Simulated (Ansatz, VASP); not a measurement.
## One calculation of In2As2H, two programs

```
As In H
1.0
     4.32207    0.00000    0.00000
    -2.16104    3.74302    0.00000
     0.00000    0.00000   21.73869
As In H
2 2 1
Direct
  0.00000 0.00000 0.18400
  0.33333 0.66667 0.35571
  0.33333 0.66667 0.22459
  0.66667 0.33333 0.38819
  0.66667 0.33333 0.53999
```

Alike in both runs: task single point; functional PBE; dispersion D3(BJ); k mesh 6 × 6 × 1; occupations gaussian, width 0.1 eV; no spin polarisation.

|  | VASP | Ansatz |
| --- | --- | --- |
| version | VASP 6.6.1 | Ansatz 0.2.0 |
| potentials or method | VASP PAW PBE potentials, release 64 (As, In_d, H), cutoff 520 eV | scalar-relativistic, plane waves, PAW |
| valence electrons in the cell | 37 | 57 |

```csv
,VASP,Ansatz,Ansatz less VASP
gap on the k mesh at the Fermi level (eV),none,none,-
rms of the force components (eV/Å),0.298,0.296,-0.0021
```

A gap of «none» marks a metal or a gap that the smearing closes. VASP's potentials hold 37 valence electrons a cell and Ansatz's 57, so a difference there can come from the potentials and not from the codes.
